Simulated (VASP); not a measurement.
# TaH (Cccm) in VASP: notebook

TaH is run at these levels: PBE; tasks: single point, relaxation of cell and atoms.

Program: VASP 6.6.1. These are calculated values, not measurements. Logs are shortened: lines on timing, memory, paths and dates and some standing lists are left out, and cuts for length are marked.

### 1 The cell of the first run

It takes space group Cccm (No. 66, orthorhombic). Conventional cell: a = 3.546 Å, b = 4.813 Å, c = 4.858 Å, α = 90.00°, β = 90.00°, γ = 90.00°. Ta (site symmetry 2/m) has 4 H at 1.93 Å within 2.6 Å. H (site symmetry 222) has 4 Ta at 1.93 Å and 2 H at 2.43 Å within 2.6 Å.

### 2 Single point, PBE

INCAR reads:

```
PREC = Accurate
ENCUT = 520
EDIFF = 1E-6
ISMEAR = 0
SIGMA = 0.2
LREAL = False
LASPH = True
NELM = 100
ALGO = Normal
ISIF = 2
LWAVE = False
LCHARG = False
GGA = PE
NBANDS = 20
```

KPOINTS reads:

```
Automatic mesh
0
Gamma
  7 7 4
```

POSCAR reads:

```
TaH
1.0
    1.7732220528     -2.4066733948      0.0000000000
    1.7732220528      2.4066733948      0.0000000000
    0.0000000000      0.0000000000      4.8581141149
Ta H
2 2
Direct
    0.0000000000      0.5000000000      0.0000000000
    0.5000000000      0.0000000000      0.5000000000
    0.0000000000      0.0000000000      0.2500000000
    0.0000000000      0.0000000000      0.7500000000
```

Potentials or basis: VASP PAW PBE potentials, release 64 (Ta_pv, H).

Started as:

```console
> cat potpaw_PBE.64/Ta_pv/POTCAR potpaw_PBE.64/H/POTCAR > POTCAR
> mpirun -np 1 vasp_std > vasp.out
```

OUTCAR:

```text
PREC = Accurate
   ENCUT = 520
   EDIFF = 1E-6
   ISMEAR = 0
   LREAL = False
   LASPH = True
   NELM = 100
   ISIF = 2
   GGA = PE

 ion  position               nearest neighbor table
   1  0.000  0.500  0.000-   3 1.93   4 1.93   3 1.93   4 1.93   2 3.01   2 3.01   2 3.01   2 3.01
                             2 3.42   2 3.42   2 3.42   2 3.42
   2  0.500  0.000  0.500-   3 1.93   4 1.93   3 1.93   4 1.93   1 3.01   1 3.01   1 3.01   1 3.01
                             1 3.42   1 3.42   1 3.42   1 3.42
   3  0.000  0.000  0.250-   1 1.93   2 1.93   1 1.93   2 1.93
   4  0.000  0.000  0.750-   1 1.93   2 1.93   1 1.93   2 1.93

  LATTYP: Found a base centered orthorhombic cell.
 ALAT       =     3.5464441056
 B/A-ratio  =     1.3572318205
 C/A-ratio  =     1.3698549787

  Lattice vectors:

 A1 = (   1.7732220528,  -2.4066733948,   0.0000000000)
 A2 = (   1.7732220528,   2.4066733948,   0.0000000000)
 A3 = (   0.0000000000,   0.0000000000,   4.8581141149)

Analysis of symmetry for initial positions (statically):
=====================================================================
 Subroutine PRICEL returns:
 Original cell was already a primitive cell.

 Routine SETGRP: Setting up the symmetry group for a
 base centered orthorhombic supercell.

 Subroutine GETGRP returns: Found  8 space group operations
 (whereof  4 operations were pure point group operations)
 out of a pool of  8 trial point group operations.

The static configuration has the point symmetry C_2h.
 The point group associated with its full space group is D_2h.

Analysis of symmetry for dynamics (positions and initial velocities):
=====================================================================
 Subroutine PRICEL returns:
 Original cell was already a primitive cell.

 Routine SETGRP: Setting up the symmetry group for a
 base centered orthorhombic supercell.

 Subroutine GETGRP returns: Found  8 space group operations
 (whereof  4 operations were pure point group operations)
 out of a pool of  8 trial point group operations.

The dynamic configuration has the point symmetry C_2h.
 The point group associated with its full space group is D_2h.

 Subroutine INISYM returns: Found  8 space group operations
 (whereof  4 operations are pure point group operations),
 and found     1 'primitive' translations

----------------------------------------------------------------------------------------

                                     Primitive cell

  volume of cell :      41.4646

  direct lattice vectors                    reciprocal lattice vectors
     1.773222053 -2.406673395  0.000000000     0.281972582 -0.207755652  0.000000000
     1.773222053  2.406673395  0.000000000     0.281972582  0.207755652  0.000000000
     0.000000000  0.000000000  4.858114115     0.000000000  0.000000000  0.205841192

  length of vectors
     2.989380083  2.989380083  4.858114115     0.350244126  0.350244126  0.205841192

  position of ions in fractional coordinates (direct lattice)
     0.000000000  0.500000000  0.000000000
     0.500000000  0.000000000  0.500000000
     0.000000000  0.000000000  0.250000000
     0.000000000  0.000000000  0.750000000

  ion indices of the primitive-cell ions
   primitive index   ion index
                 1           1
                 2           2
                 3           3
                 4           4

----------------------------------------------------------------------------------------

 KPOINTS: Automatic mesh

Automatic generation of k-mesh.
 Grid dimensions read from file:
 generate k-points for:    7    7    4

 Generating k-lattice:

  Cartesian coordinates                     Fractional coordinates (reciprocal lattice)
     0.040281797 -0.029679379  0.000000000     0.142857143  0.000000000  0.000000000
     0.040281797  0.029679379  0.000000000     0.000000000  0.142857143  0.000000000
     0.000000000  0.000000000  0.051460298     0.000000000  0.000000000  0.250000000

  Length of vectors
     0.050034875  0.050034875  0.051460298

  Shift w.r.t. Gamma in fractional coordinates (k-lattice)
     0.000000000  0.000000000  0.000000000

 Subroutine IBZKPT returns following result:
 ===========================================

 Found     48 irreducible k-points:

 Following reciprocal coordinates:
            Coordinates               Weight
  0.000000  0.000000  0.000000      1.000000
  0.142857  0.000000  0.000000      4.000000
  0.285714  0.000000  0.000000      4.000000
  0.428571  0.000000  0.000000      4.000000
  0.142857  0.142857  0.000000      2.000000
  0.285714  0.142857  0.000000      4.000000
[... 16 lines left out ...]
  0.428571  0.142857  0.250000      8.000000
 -0.428571  0.142857  0.250000      8.000000
 [... further k-points ...]
   k-points           NKPTS =     48   k-points in BZ     NKDIM =     48   number of bands    NBANDS=     20
   number of dos      NEDOS =    301   number of ions     NIONS =      4
   total plane-waves  NPLWV =  20736
   dimension x,y,z NGX =    24 NGY =   24 NGZ =   36
   dimension x,y,z NGXF=    48 NGYF=   48 NGZF=   72
   ions per type =               2   2
   NGX,Y,Z   is equivalent  to a cutoff of  13.35, 13.35, 12.32 a.u.
   NGXF,Y,Z  is equivalent  to a cutoff of  26.69, 26.69, 24.64 a.u.
 SYSTEM =  unknown system
   PREC   = accura    normal or accurate (medium, high low for compatibility)
   ISTART =      0    job   : 0-new  1-cont  2-samecut
   ICHARG =      2    charge: 1-file 2-atom 10-const
   ISPIN  =      1    spin polarized calculation?
   LNONCOLLINEAR =      F non collinear calculations
   LSORBIT =      F    spin-orbit coupling
   LASPH  =      T    aspherical Exc in radial PAW
   ENCUT  =  520.0 eV  38.22 Ry    6.18 a.u.   5.56  5.56  9.03*2*pi/ulx,y,z
   NELM   =    100;   NELMIN=  2; NELMDL= -5     # of ELM steps
   EDIFF  = 0.1E-05   stopping-criterion for ELM
   LREAL  =      F    real-space projection
   EDIFFG = 0.1E-04   stopping-criterion for IOM
   NSW    =      0    number of steps for IOM
   IBRION =     -1    ionic relax: 0-MD 1-quasi-New 2-CG
   NFREE  =      0    steps in history (QN), initial steepest desc. (CG)
   ISIF   =      2    stress and relaxation
   ISYM   =      2    0-nonsym 1-usesym 2-fastsym
   POTIM  = 0.5000    time-step for ionic-motion
   TEBEG  =    0.0;   TEEND  =   0.0 temperature during run
   PSTRESS=    0.0 pullay stress
   NELECT =      24.0000    total number of electrons
   NUPDOWN=      -1.0000    fix difference up-down
   EMIN   =  10.00;   EMAX   =-10.00  energy-range for DOS
   EFERMI =   0.00;   METHOD = LEGACY
   ISMEAR =     0;   SIGMA  =   0.20  broadening in eV -4-tet -1-fermi 0-gaus
   EFERMI_NEDOS =   21; number of points for ismear=-14 and -15
   IALGO  =     38    algorithm
   IMIX   =      4    mixing-type and parameters
     AMIX     =   0.40;   BMIX     =  1.00
     AMIX_MAG =   1.60;   BMIX_MAG =  1.00
  volume/ion in A,a.u.               =      10.37        69.95
  Fermi-wavevector in a.u.,A,eV,Ry     =   1.364329  2.578209 25.325814  1.861395
  Thomas-Fermi vector in A             =   2.490655
   LORBIT       =      0    0 simple, 1 ext, 2 COOP (PROOUT), +10 PAW based schemes
   GGA     = PE    functional components
   LHFCALC =     F    Hartree Fock is set to
   AEXX    =    0.0000 exact exchange contribution
   IVDW    =     0    specifies the selected vdW correction
   LEPSILON=     F    determine dielectric tensor
   LRPA    =     F    only Hartree local field effects (RPA)
 non-spin polarized calculation
 Gauss-broadening in eV      SIGMA  =   0.20
  energy-cutoff  :      520.00
  volume of cell :       41.46
 maximum number of plane-waves:      1136
 NGX is ok and might be reduce to    24

 number of electron      23.9999998 magnetization

 Free energy of the ion-electron system (eV)
  ---------------------------------------------------
  ext. energy  EPLUGINS =         0.00000000
  ---------------------------------------------------
  free energy    TOTEN  =       -31.03036335 eV

  energy without entropy =      -31.01110157  energy(sigma->0) =      -31.02073246

 E-fermi :   6.0927     XC(G=0): -12.3788

 val. band max:        5.9948875105   @ k =  -0.4286   0.2857   0.0000
 cond. band min:       6.1540593674   @ k =  -0.4286   0.2857   0.2500
 fundamental gap:      0.1591718569
 Fermi energy:         6.0927062786

 k-point     1 :       0.0000    0.0000    0.0000
  band No.  band energies     occupation
      1     -29.1808      2.00000
      2     -28.6430      2.00000
      3     -28.4872      2.00000
      4     -28.3758      2.00000
      5     -28.3188      2.00000
      6     -28.2353      2.00000
[... 12 lines left out ...]
     19      13.4185      0.00000
     20      14.4983      0.00000

 k-point     2 :       0.1429    0.0000    0.0000
  band No.  band energies     occupation
      1     -29.1284      2.00000
      2     -28.7112      2.00000
      3     -28.5334      2.00000
      4     -28.4017      2.00000
      5     -28.4015      2.00000
      6     -28.2683      2.00000
[... 12 lines left out ...]
     19      13.4306      0.00000
     20      14.9377      0.00000

 k-point     3 :       0.2857    0.0000    0.0000
  band No.  band energies     occupation
      1     -28.9878      2.00000
      2     -28.9445      2.00000
      3     -28.6367      2.00000
      4     -28.5470      2.00000
      5     -28.4826      2.00000
      6     -28.2877      2.00000
[... 12 lines left out ...]
     19      12.3292      0.00000
     20      14.9552      0.00000

 k-point     4 :       0.4286    0.0000    0.0000
  band No.  band energies     occupation
      1     -29.1427      2.00000
      2     -28.8181      2.00000
      3     -28.8028      2.00000
      4     -28.6194      2.00000
      5     -28.5458      2.00000
      6     -28.2971      2.00000
[... 429 lines left out ...]
 k-point    23 :       0.4286    0.1429    0.2500
  band No.  band energies     occupation
      1     -29.2011      2.00000
      2     -28.9230      2.00000
      3     -28.7195      2.00000
      4     -28.6703      2.00000
      5     -28.5105      2.00000
      6     -28.3572      2.00000
[... 12 lines left out ...]
     19      12.9160      0.00000
     20      14.1857      0.00000

 k-point    24 :      -0.4286    0.1429    0.2500
  band No.  band energies     occupation
      1     -29.1869      2.00000
      2     -28.9124      2.00000
      3     -28.7275      2.00000
      4     -28.6580      2.00000
      5     -28.5024      2.00000
      6     -28.3427      2.00000
[... 12 lines left out ...]
     19      13.2669      0.00000
     20      14.4558      0.00000

 [... further k-points ...]
[... 5 lines left out ...]
  --------------------------------------------------------------------------------------
  -------------------------------------------------------------------------------------
  Total        0.0472209      0.0414500      0.0545386     -0.0000000      0.0000000      0.0000000
  in kB        1.8245973      1.6016120      2.1073504     -0.0000000      0.0000000      0.0000000
  external PRESSURE =       1.8445199 kB  Pullay stress =       0.0000000 kB

 VOLUME and BASIS-vectors are now :
 -----------------------------------------------------------------------------
  energy-cutoff  :      520.00
  volume of cell :       41.46
      direct lattice vectors                 reciprocal lattice vectors
     1.773222053 -2.406673395  0.000000000     0.281972582 -0.207755652  0.000000000
     1.773222053  2.406673395  0.000000000     0.281972582  0.207755652  0.000000000
     0.000000000  0.000000000  4.858114115     0.000000000  0.000000000  0.205841192

 POSITION                                       TOTAL-FORCE (eV/Angst)
 -----------------------------------------------------------------------------------
      0.88661      1.20334      0.00000         0.000000      0.000000     -0.000000
      0.88661     -1.20334      2.42906        -0.000000      0.000000     -0.000000
      0.00000      0.00000      1.21453         0.000000     -0.000000     -0.000000
      0.00000      0.00000      3.64359         0.000000     -0.000000      0.000000
 -----------------------------------------------------------------------------------
    total drift:                                0.000000      0.000000     -0.000000

  FREE ENERGIE OF THE ION-ELECTRON SYSTEM (eV)
  ---------------------------------------------------
  free  energy   TOTEN  =       -31.0303633456 eV

  energy  without entropy=      -31.0111015672  energy(sigma->0) =      -31.02073246
```

It took 18 s on 1 thread of AMD EPYC 9R45 (Zen 5), shared host; peak memory 0.14 GiB.

Results:

- Free energy: -31.0304 eV
- Pressure: 0.2 GPa
- Band gap on the k mesh: zero (bands 12 and 13 overlap by 3.38 eV)

Levels at points of the mesh, in eV from the Fermi level:
```tsv
k point	band 10	band 11	band 12	band 13	band 14	band 15
(0.00, 0.00, 0.00)	-3.75	-0.84	-0.80	-0.19	1.53	2.37
(0.00, 0.00, 0.50)	-2.77	-1.61	-1.61	1.27	1.27	2.19
```

Caveat: spin-orbit coupling is left out, which moves the levels of the heavy elements.

### 3 Single point, PBE

This run uses another cell than the first one: it holds 8 atoms, not 4.

INCAR reads:

```
  ALGO = Normal
  EDIFF = 1E-6
  ENCUT = 520
  GGA = PE
  ISIF = 2
  ISMEAR = 0
  LASPH = True
  LCHARG = True
  LELF = True
  LREAL = False
  LVHAR = True
  LWAVE = False
  NBANDS = 34
  NELM = 100
  PREC = Accurate
  SIGMA = 0.2
```

KPOINTS reads:

```
k-points
0
Gamma
  8 8 2
```

POSCAR reads:

```
TaH
1.0
    1.7541223402     -2.4175339611      0.0000000000
    1.7541223402      2.4175339611      0.0000000000
    0.0000000000      0.0000000000      9.7601842241
Ta H
4 4
Direct
    1.0000000000      0.5000000000      0.2500000000
    1.0000000000      0.5000000000      0.7500000000
    0.5000000000      1.0000000000      0.0000000000
    0.5000000000      1.0000000000      0.5000000000
    0.0000000000      1.0000000000      0.3750000000
    0.0000000000      1.0000000000      0.8750000000
    0.0000000000      0.0000000000      0.1250000000
    0.0000000000      0.0000000000      0.6250000000
```

Potentials or basis: VASP PAW PBE potentials, release 64 (Ta_pv, H).

Started as:

```console
> cat potpaw_PBE.64/Ta_pv/POTCAR potpaw_PBE.64/H/POTCAR > POTCAR
> mpirun -np 1 vasp_std > vasp.out
```

Wall time 66 s (1 thread of AMD EPYC 9R45 (Zen 5), shared host); peak memory 0.22 GiB.

Results (log left out):

```
Free energy            : -62.0979 eV
Pressure               : 0.2 GPa
Band gap on the k mesh : zero (bands 24 and 25 overlap by 2.13 eV)
```

Stress tensor (GPa, compression positive):
```
 0.67  0.00  0.00
 0.00  0.45  0.00
 0.00  0.00 -0.45
```

Levels at points of the mesh, in eV from the Fermi level:
| k point | band 21 | band 22 | band 23 | band 24 | band 25 | band 26 | band 27 | band 28 |
| --- | --- | --- | --- | --- | --- | --- | --- | --- |
| (0.00, 0.00, 0.00) | -1.49 | -1.49 | -0.66 | -0.62 | -0.17 | 1.44 | 1.44 | 1.78 |
| (0.50, 0.00, 0.00) | -2.25 | -2.03 | -1.70 | -0.21 | 1.49 | 1.84 | 1.99 | 2.13 |
| (0.50, 0.50, 0.00) | -2.68 | -0.64 | -0.64 | 0.16 | 0.16 | 2.43 | 2.79 | 4.07 |
| (0.00, 0.00, 0.50) | -0.98 | -0.98 | -0.50 | -0.50 | -0.06 | -0.06 | 1.82 | 1.82 |
| (0.50, 0.00, 0.50) | -2.11 | -2.11 | -1.05 | -1.05 | 1.66 | 1.66 | 2.03 | 2.03 |
| (0.50, 0.50, 0.50) | -2.15 | -2.15 | 1.15 | 1.15 | 1.65 | 1.65 | 2.15 | 2.15 |

Caveat: spin-orbit coupling is left out, which moves the levels of the heavy elements.

### 4 Single point, PBE

INCAR reads:

```
  ALGO = Normal
  EDIFF = 1E-7
  ENCUT = 520
  GGA = PE
  ISIF = 2
  ISMEAR = 0
  LASPH = True
  LCHARG = False
  LREAL = False
  LWAVE = False
  NBANDS = 20
  NELM = 60
  PREC = Accurate
  SIGMA = 0.1
```

KPOINTS reads:

```
k-points
0
Gamma
  12 12 8
```

POSCAR reads:

```
TaH
1.0
    1.7541223402     -2.4175339611      0.0000000000
    1.7541223402      2.4175339611      0.0000000000
    0.0000000000      0.0000000000      4.8800921121
Ta H
2 2
Direct
    0.0000000000      0.5000000000      0.5000000000
    0.5000000000      0.0000000000      0.0000000000
    0.0000000000      0.0000000000      0.7500000000
    0.0000000000      0.0000000000      0.2500000000
```

Started as:

```console
> cat potpaw_PBE.64/Ta_pv/POTCAR potpaw_PBE.64/H/POTCAR > POTCAR
> mpirun -np 1 vasp_std > vasp.out
```

Wall time 76 s (1 thread of AMD EPYC 9R45 (Zen 5), shared host); peak memory 0.24 GiB.

The run converged. Its results:

- Free energy: -31.0445 eV
- Pressure: 0.1 GPa
- Band gap on the k mesh: zero (bands 12 and 13 overlap by 3.32 eV)

Stress tensor (GPa, compression positive):
```
0.08 0.00 0.00
0.00 0.18 0.00
0.00 0.00 0.19
```

Levels at points of the mesh, in eV from the Fermi level:
```csv
k point,band 10,band 11,band 12,band 13,band 14,band 15
"(0.00, 0.00, 0.00)",-3.59,-0.73,-0.69,-0.24,1.71,2.32
"(0.50, 0.00, 0.00)",-2.31,-2.10,-1.76,1.42,2.06,2.84
"(0.50, 0.50, 0.00)",-4.40,-2.75,2.35,2.73,4.00,4.70
"(0.00, 0.00, 0.50)",-2.67,-1.56,-1.56,1.37,1.37,2.13
"(0.50, 0.00, 0.50)",-2.58,-2.33,-0.28,1.77,1.92,3.01
"(0.50, 0.50, 0.50)",-3.67,-0.71,-0.71,0.09,0.09,4.79
```

Caveat: spin-orbit coupling is left out, which moves the levels of the heavy elements.

(Continued in part 2 of 2.)

The gap in the log of VASP goes by the Fermi energy; the results here count the filled bands.